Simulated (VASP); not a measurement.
Wanted: the native input for a VASP 6.6.1 run.

- Task: single point
- Functional: PBE
- Potentials or basis: VASP PAW PBE potentials, release 64 (Ca_sv, H)
- Cutoff: 520 eV
- k mesh: 12 × 12 × 4
- Occupations: gaussian, width 0.1 eV
- Spin: no spin polarisation
- Dipole correction: no
- Further INCAR settings: ALGO = Normal; EDIFF = 1e-06; NBANDS = 32

The structure of CaH lies in POSCAR:

```
CaH
1.0
    3.7383877443      0.0000000000      0.0000000000
   -1.8691938721      3.2375387557      0.0000000000
    0.0000000000      0.0000000000     11.9479311726
Ca H
4 4
Direct
    0.0000000000      0.0000000000      0.0000000000
    0.3333333333      0.6666666667      0.2500000000
    0.0000000000      0.0000000000      0.5000000000
    0.6666666667      0.3333333333      0.7500000000
    0.6666666667      0.3333333333      0.0899737073
    0.3333333333      0.6666666667      0.9100262927
    0.3333333333      0.6666666667      0.5899737073
    0.6666666667      0.3333333333      0.4100262927
```

The input as run:

INCAR

```
SYSTEM = CaH
PREC = Accurate
ENCUT = 520
EDIFF = 1E-6
ISMEAR = 0
SIGMA = 0.1
LREAL = .FALSE.
LASPH = .TRUE.
NELM = 60
ALGO = Normal
ISIF = 2
LWAVE = .FALSE.
LCHARG = .TRUE.
GGA = PE
LELF = .TRUE.
LVHAR = .TRUE.
NBANDS = 32
```

KPOINTS

```
regular mesh
0
G
  12 12 4
  0 0 0
```

Potentials or basis: VASP PAW PBE potentials, release 64 (Ca_sv, H).

Run with:

```sh
$ cat potpaw_PBE.64/Ca_sv/POTCAR potpaw_PBE.64/H/POTCAR > POTCAR
$ mpirun -np 1 vasp_std > vasp.out
```

Results of the run:

- Pressure: 0.1 GPa
- Largest force: 0.008 eV/Å
- Band gap on the k mesh: zero (bands 22 and 23 overlap by 0.24 eV)

Wall time 2.1 min on 1 thread of Intel(R) Xeon(R) 6975P-C (Granite Rapids), with other jobs on the host, peak memory 0.37 GiB.
